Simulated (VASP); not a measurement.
# Si2NF2 (P-3m1) in VASP: further runs

Runs on Si2NF2. Level: PBE. Tasks: single point, relaxation of cell and atoms.

All numbers are computed with VASP 6.6.1; they aren't measurements. Logs are shortened: lines on timing, memory, paths and dates and some standing lists are left out, and cuts for length are marked.

## (1) The cell of the first run

The structure is trigonal, space group P-3m1 (No. 164). Conventional cell: a = 3.198 Å, b = 3.198 Å, c = 7.807 Å, α = 90.00°, β = 90.00°, γ = 120.00°. Si (site symmetry 3m) has 3 N at 2.21 Å and 3 F at 2.37 Å within 2.9 Å. N (site symmetry -3m) has 6 Si at 2.21 Å within 2.9 Å. Within 3.1 Å of F (site symmetry 3m) lie 3 Si at 2.37 Å and 3 F at 3.05 Å.

## (2) Single point, PBE

The input, INCAR:

```
ALGO     = Normal         # electronic algorithm
EDIFF    = 1E-6           # SCF threshold, eV
ENCUT    = 520            # plane-wave cutoff, eV
GGA      = PE             # functional
ISIF     = 2              # what is computed and relaxed
ISMEAR   = 0              # smearing method
LASPH    = T              # aspherical terms in the spheres
LCHARG   = T              # write CHGCAR
LELF     = T              # ELF
LREAL    = F              # projectors in reciprocal space
LVHAR    = T            
LWAVE    = F              # write WAVECAR
NBANDS   = 22             # bands
NELM     = 60             # most SCF steps
PREC     = Accurate       # precision mode
SIGMA    = 0.1            # smearing width, eV
```

The input, KPOINTS:

```
k-points
0
Gamma
  6 6 2
```

The input, POSCAR:

```
Si2NF2
1.0
    3.1975020200      0.0000000000      0.0000000000
   -1.5987510100      2.7691179800      0.0000000000
    0.0000000000      0.0000000000      7.8073356200
Si N F
2 1 2
Direct
    0.3333333300      0.6666666700      0.3453400100
    0.6666666700      0.3333333300      0.6546599900
    0.0000000000      0.0000000000      0.5000000000
    0.3333333300      0.6666666700      0.8444100000
    0.6666666700      0.3333333300      0.1555900000
```

Potentials or basis: VASP PAW PBE potentials, release 64 (Si, N, F).

Started as:

```sh
cat potpaw_PBE.64/Si/POTCAR potpaw_PBE.64/N/POTCAR potpaw_PBE.64/F/POTCAR > POTCAR
mpirun -np 1 vasp_std > vasp.out
```

OUTCAR:

```text
EDIFF = 1E-6
   ENCUT = 520
   GGA = PE
   ISIF = 2
   ISMEAR = 0
   LASPH = T
   LREAL = F
   NELM = 60
   PREC = Accurate

 ion  position               nearest neighbor table
   1  0.333  0.667  0.345-   3 2.21   3 2.21   3 2.21   5 2.37   5 2.37   5 2.37   2 3.04   2 3.04
                             2 3.04
   2  0.667  0.333  0.655-   3 2.21   3 2.21   3 2.21   4 2.37   4 2.37   4 2.37   1 3.04   1 3.04
                             1 3.04
   3  0.000  0.000  0.500-   1 2.21   2 2.21   2 2.21   1 2.21   2 2.21   1 2.21
   4  0.333  0.667  0.844-   2 2.37   2 2.37   2 2.37
   5  0.667  0.333  0.156-   1 2.37   1 2.37   1 2.37

  LATTYP: Found a hexagonal cell.
 ALAT       =     3.1975020200
 C/A-ratio  =     2.4416984168

  Lattice vectors:

 A1 = (   3.1975020200,   0.0000000000,   0.0000000000)
 A2 = (  -1.5987510100,   2.7691179800,   0.0000000000)
 A3 = (   0.0000000000,   0.0000000000,   7.8073356200)

Analysis of symmetry for initial positions (statically):
=====================================================================
 Subroutine PRICEL returns:
 Original cell was already a primitive cell.

 Routine SETGRP: Setting up the symmetry group for a
 hexagonal supercell.

 Subroutine GETGRP returns: Found 12 space group operations
 (whereof 12 operations were pure point group operations)
 out of a pool of 24 trial point group operations.

The static configuration has the point symmetry D_3d.

Analysis of symmetry for dynamics (positions and initial velocities):
=====================================================================
 Subroutine PRICEL returns:
 Original cell was already a primitive cell.

 Routine SETGRP: Setting up the symmetry group for a
 hexagonal supercell.

 Subroutine GETGRP returns: Found 12 space group operations
 (whereof 12 operations were pure point group operations)
 out of a pool of 24 trial point group operations.

The dynamic configuration has the point symmetry D_3d.

 Subroutine INISYM returns: Found 12 space group operations
 (whereof 12 operations are pure point group operations),
 and found     1 'primitive' translations

----------------------------------------------------------------------------------------

                                     Primitive cell

  volume of cell :      69.1282

  direct lattice vectors                    reciprocal lattice vectors
     3.197502020  0.000000000  0.000000000     0.312744134  0.180562910  0.000000000
    -1.598751010  2.769117980  0.000000000     0.000000000  0.361125820  0.000000000
     0.000000000  0.000000000  7.807335620     0.000000000  0.000000000  0.128084669

  length of vectors
     3.197502020  3.197502022  7.807335620     0.361125820  0.361125820  0.128084669

  position of ions in fractional coordinates (direct lattice)
     0.333333330  0.666666670  0.345340010
     0.666666670  0.333333330  0.654659990
     0.000000000  0.000000000  0.500000000
     0.333333330  0.666666670  0.844410000
     0.666666670  0.333333330  0.155590000

  ion indices of the primitive-cell ions
   primitive index   ion index
                 1           1
                 2           2
                 3           3
                 4           4
                 5           5

----------------------------------------------------------------------------------------

 KPOINTS: k-points

Automatic generation of k-mesh.
 Grid dimensions read from file:
 generate k-points for:    6    6    2

 Generating k-lattice:

  Cartesian coordinates                     Fractional coordinates (reciprocal lattice)
     0.052124022  0.030093818  0.000000000     0.166666667 -0.000000000  0.000000000
     0.000000000  0.060187637  0.000000000     0.000000000  0.166666667  0.000000000
     0.000000000  0.000000000  0.064042335     0.000000000  0.000000000  0.500000000

  Length of vectors
     0.060187637  0.060187637  0.064042335

  Shift w.r.t. Gamma in fractional coordinates (k-lattice)
     0.000000000  0.000000000  0.000000000

 Subroutine IBZKPT returns following result:
 ===========================================

 Found     14 irreducible k-points:

 Following reciprocal coordinates:
            Coordinates               Weight
  0.000000  0.000000  0.000000      1.000000
  0.166667 -0.000000  0.000000      6.000000
  0.333333 -0.000000  0.000000      6.000000
  0.500000 -0.000000  0.000000      3.000000
  0.166667  0.166667  0.000000      6.000000
  0.333333  0.166667  0.000000     12.000000
  0.333333  0.333333  0.000000      2.000000
  0.000000  0.000000  0.500000      1.000000
  0.166667 -0.000000  0.500000      6.000000
  0.333333 -0.000000  0.500000      6.000000
  0.500000 -0.000000  0.500000      3.000000
  0.166667  0.166667  0.500000      6.000000
  0.333333  0.166667  0.500000     12.000000
  0.333333  0.333333  0.500000      2.000000
   k-points           NKPTS =     14   k-points in BZ     NKDIM =     14   number of bands    NBANDS=     22
   number of dos      NEDOS =    301   number of ions     NIONS =      5
   total plane-waves  NPLWV =  34560
   dimension x,y,z NGX =    24 NGY =   24 NGZ =   60
   dimension x,y,z NGXF=    48 NGYF=   48 NGZF=  120
   ions per type =               2   1   2
   NGX,Y,Z   is equivalent  to a cutoff of  12.48, 12.48, 12.78 a.u.
   NGXF,Y,Z  is equivalent  to a cutoff of  24.96, 24.96, 25.55 a.u.
 SYSTEM =  unknown system
   PREC   = accura    normal or accurate (medium, high low for compatibility)
   ISTART =      0    job   : 0-new  1-cont  2-samecut
   ICHARG =      2    charge: 1-file 2-atom 10-const
   ISPIN  =      1    spin polarized calculation?
   LNONCOLLINEAR =      F non collinear calculations
   LSORBIT =      F    spin-orbit coupling
   LASPH  =      T    aspherical Exc in radial PAW
   ENCUT  =  520.0 eV  38.22 Ry    6.18 a.u.   5.95  5.95 14.52*2*pi/ulx,y,z
   NELM   =     60;   NELMIN=  2; NELMDL= -5     # of ELM steps
   EDIFF  = 0.1E-05   stopping-criterion for ELM
   LREAL  =      F    real-space projection
   EDIFFG = 0.1E-04   stopping-criterion for IOM
   NSW    =      0    number of steps for IOM
   IBRION =     -1    ionic relax: 0-MD 1-quasi-New 2-CG
   NFREE  =      0    steps in history (QN), initial steepest desc. (CG)
   ISIF   =      2    stress and relaxation
   ISYM   =      2    0-nonsym 1-usesym 2-fastsym
   POTIM  = 0.5000    time-step for ionic-motion
   TEBEG  =    0.0;   TEEND  =   0.0 temperature during run
   PSTRESS=    0.0 pullay stress
   NELECT =      27.0000    total number of electrons
   NUPDOWN=      -1.0000    fix difference up-down
   EMIN   =  10.00;   EMAX   =-10.00  energy-range for DOS
   EFERMI =   0.00;   METHOD = LEGACY
   ISMEAR =     0;   SIGMA  =   0.10  broadening in eV -4-tet -1-fermi 0-gaus
   EFERMI_NEDOS =   21; number of points for ismear=-14 and -15
   IALGO  =     38    algorithm
   IMIX   =      4    mixing-type and parameters
     AMIX     =   0.40;   BMIX     =  1.00
     AMIX_MAG =   1.60;   BMIX_MAG =  1.00
  volume/ion in A,a.u.               =      13.83        93.30
  Fermi-wavevector in a.u.,A,eV,Ry     =   1.196679  2.261396 19.484099  1.432041
  Thomas-Fermi vector in A             =   2.332613
   LORBIT       =      0    0 simple, 1 ext, 2 COOP (PROOUT), +10 PAW based schemes
   GGA     = PE    functional components
   LHFCALC =     F    Hartree Fock is set to
   AEXX    =    0.0000 exact exchange contribution
   IVDW    =     0    specifies the selected vdW correction
   LEPSILON=     F    determine dielectric tensor
   LRPA    =     F    only Hartree local field effects (RPA)
 non-spin polarized calculation
 Gauss-broadening in eV      SIGMA  =   0.10
  energy-cutoff  :      520.00
  volume of cell :       69.13
 maximum number of plane-waves:      1884
 NGX is ok and might be reduce to    24
   NGX = 11   NGY = 11   NGZ = 29

 number of electron      27.0000011 magnetization

 Free energy of the ion-electron system (eV)
  ---------------------------------------------------
  ext. energy  EPLUGINS =         0.00000000
  ---------------------------------------------------
  free energy    TOTEN  =       -25.07860857 eV

  energy without entropy =      -25.05517537  energy(sigma->0) =      -25.06689197

 E-fermi :   4.0101     XC(G=0):  -9.6374

 val. band max:        4.0058868884   @ k =   0.1667  -0.0000   0.5000
 cond. band min:       4.0378179304   @ k =   0.3333   0.1667   0.5000
 fundamental gap:      0.0319310420
 Fermi energy:         4.0100786760

 k-point     1 :       0.0000    0.0000    0.0000
  band No.  band energies     occupation
      1     -18.8354      2.00000
      2     -18.7050      2.00000
      3     -13.5038      2.00000
      4      -5.5560      2.00000
      5      -2.4045      2.00000
      6       0.3176      2.00000
[... 14 lines left out ...]
     21      12.2583      0.00000
     22      12.5514      0.00000

 k-point     2 :       0.1667   -0.0000    0.0000
  band No.  band energies     occupation
      1     -18.7748      2.00000
      2     -18.6605      2.00000
      3     -13.1736      2.00000
      4      -5.1989      2.00000
      5      -2.9361      2.00000
      6      -0.9657      2.00000
[... 14 lines left out ...]
     21      11.8944      0.00000
     22      12.9231      0.00000

 k-point     3 :       0.3333   -0.0000    0.0000
  band No.  band energies     occupation
      1     -18.6474      2.00000
      2     -18.5742      2.00000
      3     -12.3350      2.00000
      4      -5.0396      2.00000
      5      -4.0841      2.00000
      6      -1.6807      2.00000
[... 14 lines left out ...]
     21      10.4967      0.00000
     22      13.7457      0.00000

 k-point     4 :       0.5000   -0.0000    0.0000
  band No.  band energies     occupation
      1     -18.5764      2.00000
      2     -18.5372      2.00000
      3     -11.7475      2.00000
      4      -6.1492      2.00000
      5      -2.9506      2.00000
      6      -2.6036      2.00000
[... 14 lines left out ...]
     21      10.5305      0.00000
     22      13.0748      0.00000

 k-point     5 :       0.1667    0.1667    0.0000
  band No.  band energies     occupation
      1     -18.6808      2.00000
      2     -18.5951      2.00000
      3     -12.5802      2.00000
      4      -4.5388      2.00000
      5      -4.1668      2.00000
      6      -1.4958      2.00000
[... 14 lines left out ...]
     21      12.5875      0.00000
     22      12.9050      0.00000

 k-point     6 :       0.3333    0.1667    0.0000
  band No.  band energies     occupation
      1     -18.5778      2.00000
      2     -18.5365      2.00000
      3     -11.7834      2.00000
      4      -5.5746      2.00000
      5      -3.5096      2.00000
      6      -2.6056      2.00000
[... 14 lines left out ...]
     21      12.2820      0.00000
     22      14.3859      0.00000

 k-point     7 :       0.3333    0.3333    0.0000
  band No.  band energies     occupation
      1     -18.5304      2.00000
      2     -18.5304      2.00000
      3     -11.4718      2.00000
      4      -4.9037      2.00000
      5      -4.9037      2.00000
      6      -2.1506      2.00000
[... 74 lines left out ...]
      6      -1.7474      2.00000
[... 14 lines left out ...]
     21      10.4144      0.00000
     22      13.6584      0.00000

 k-point    11 :       0.5000   -0.0000    0.5000
  band No.  band energies     occupation
      1     -18.5755      2.00000
      2     -18.5376      2.00000
      3     -11.7477      2.00000
      4      -6.1587      2.00000
      5      -2.9093      2.00000
      6      -2.4405      2.00000
[... 14 lines left out ...]
     21      10.5559      0.00000
     22      12.9526      0.00000

 k-point    12 :       0.1667    0.1667    0.5000
  band No.  band energies     occupation
      1     -18.6762      2.00000
      2     -18.5998      2.00000
      3     -12.5798      2.00000
      4      -4.5207      2.00000
      5      -4.1738      2.00000
      6      -1.5827      2.00000
[... 14 lines left out ...]
     21      12.1084      0.00000
     22      13.1541      0.00000

 k-point    13 :       0.3333    0.1667    0.5000
  band No.  band energies     occupation
      1     -18.5764      2.00000
      2     -18.5377      2.00000
      3     -11.7836      2.00000
      4      -5.5846      2.00000
      5      -3.4710      2.00000
      6      -2.6213      2.00000
[... 14 lines left out ...]
     21      12.1466      0.00000
     22      14.0925      0.00000

 k-point    14 :       0.3333    0.3333    0.5000
  band No.  band energies     occupation
      1     -18.5305      2.00000
      2     -18.5305      2.00000
      3     -11.4717      2.00000
      4      -4.9172      2.00000
      5      -4.9172      2.00000
      6      -2.2043      2.00000
[... 14 lines left out ...]
     21      13.6246      0.00000
     22      14.6566      0.00000

------------------------ aborting loop because EDIFF is reached ----------------------------------------

  FORCE on cell =-STRESS in cart. coord.  units (eV):
  Direction    XX          YY          ZZ          XY          YZ          ZX
  --------------------------------------------------------------------------------------
  -------------------------------------------------------------------------------------
  Total       -3.3022671     -3.3022671     -4.6410534     -0.0000000      0.0000000      0.0000000
  in kB      -76.5363318    -76.5363320   -107.5652545     -0.0000000      0.0000000      0.0000000
  external PRESSURE =     -86.8793061 kB  Pullay stress =       0.0000000 kB

 VOLUME and BASIS-vectors are now :
 -----------------------------------------------------------------------------
  energy-cutoff  :      520.00
  volume of cell :       69.13
      direct lattice vectors                 reciprocal lattice vectors
     3.197502020  0.000000000  0.000000000     0.312744134  0.180562910  0.000000000
    -1.598751010  2.769117980  0.000000000     0.000000000  0.361125820  0.000000000
     0.000000000  0.000000000  7.807335620     0.000000000  0.000000000  0.128084669

 POSITION                                       TOTAL-FORCE (eV/Angst)
 -----------------------------------------------------------------------------------
     -0.00000      1.84608      2.69619        -0.000000      0.000000     -2.179529
      1.59875      0.92304      5.11115        -0.000000      0.000000      2.179529
      0.00000      0.00000      3.90367        -0.000000      0.000000      0.000000
     -0.00000      1.84608      6.59259         0.000000     -0.000000     -1.908246
      1.59875      0.92304      1.21474        -0.000000      0.000000      1.908246
 -----------------------------------------------------------------------------------
    total drift:                                0.000000     -0.000000      0.000000

  FREE ENERGIE OF THE ION-ELECTRON SYSTEM (eV)
  ---------------------------------------------------
  free  energy   TOTEN  =       -25.0786085727 eV

  energy  without entropy=      -25.0551753699  energy(sigma->0) =      -25.06689197
```

Wall time 21 s (1 thread of Intel Xeon Platinum 8375C at 2.90GHz (Ice Lake), shared host); peak memory 0.18 GiB.

Results:

```
Free energy   : -25.0786 eV
Pressure      : -8.7 GPa
Largest force : 2.180 eV/Å
```

Forces on the atoms (eV/Å):
```
Si   0.000  0.000 -2.180
Si   0.000  0.000  2.180
N    0.000  0.000  0.000
F    0.000  0.000 -1.908
F    0.000  0.000  1.908
```

Stress tensor (GPa, compression positive):
```
 -7.65   0.00   0.00
  0.00  -7.65   0.00
  0.00   0.00 -10.76
```

Caveat: the k points lie up to 0.40 Å⁻¹ apart; an odd number of electrons without spin polarisation forces a metal; a magnetic or distorted state may lie lower.

(Part 1 of 2 ends here.)
